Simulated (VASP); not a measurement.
A run of VASP 6.6.1 is set up as follows.

INCAR

```
SYSTEM = GaSb
PREC = Accurate
ENCUT = 500
EDIFF = 1E-6
ISMEAR = 0
SIGMA = 0.1
LREAL = .FALSE.
LASPH = .TRUE.
NELM = 120
ALGO = Normal
ISIF = 2
LWAVE = .FALSE.
LCHARG = .TRUE.
GGA = CA
LELF = .TRUE.
LVHAR = .TRUE.
NBANDS = 21
GGA_COMPAT = .FALSE.
```

The input KPOINTS:

```
Automatic mesh
0
G
  12 12 12
  0 0 0
```

The input POSCAR:

```
GaSb
1.0
    0.0000000000      3.0243850669      3.0243850669
    3.0243850669      0.0000000000      3.0243850669
    3.0243850669      3.0243850669      0.0000000000
Ga Sb
1 1
Direct
    0.0000000000      0.0000000000      0.0000000000
    0.2500000000      0.2500000000      0.2500000000
```

Potentials or basis: VASP PAW LDA potentials, release 64 (Ga_d, Sb_d_GW).

The run is started by

```bash
$ cat potpaw_LDA.64/Ga_d/POTCAR potpaw_LDA.64/Sb_d_GW/POTCAR > POTCAR
$ mpirun -np 1 vasp_std > vasp.out
```

(1) Estimate the pressure.

(2) What does it give for the band gap on the k mesh?

Results:

(1) 0.1 GPa.

(2) 0.11 eV.

Caveat: semilocal functionals underestimate gaps, and a narrow one can read as zero; spin-orbit coupling is left out, which moves the levels of the heavy elements.
